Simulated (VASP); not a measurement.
SiC, 2 atoms in the cell. The typed cell holds 2 atoms: a = 3.075 Å, b = 3.075 Å, c = 3.071 Å, α = 60.05°, β = 60.05°, γ = 59.90°.  This cell differs from its parent crystal: biaxial xy strain -0.3%.

| Quantity | Value |
| --- | --- |
| Program | VASP 6.6.1 |
| Task | single point |
| Functional | r2SCAN |
| Potentials or basis | VASP PAW PBE potentials, release 64 (Si, C) |
| Cutoff | 520 eV |
| k mesh | 10 × 10 × 10 |
| Occupations | gaussian, width 0.01 eV |
| Spin | no spin polarisation |
| Dipole correction | no |
| Further INCAR settings | ALGO = Normal; EDIFF = 1e-06; NBANDS = 11 |

Potentials or basis: VASP PAW PBE potentials, release 64 (Si, C).

Run with:

```sh
$ cat potpaw_PBE.64/Si/POTCAR potpaw_PBE.64/C/POTCAR > POTCAR
$ cp INCAR.step1 INCAR
$ mpirun -np 1 vasp_std > vasp.out
$ cp INCAR.step2 INCAR
$ mpirun -np 1 vasp_std > vasp.out
```

Hardware: 1 thread of Intel Xeon 6975P-C, with other jobs on the host.

Estimate the wall time of this run.

It took 36 s on 1 thread of Intel Xeon 6975P-C, with other jobs on the host, peak memory 0.15 GiB. Counts: k points 102.
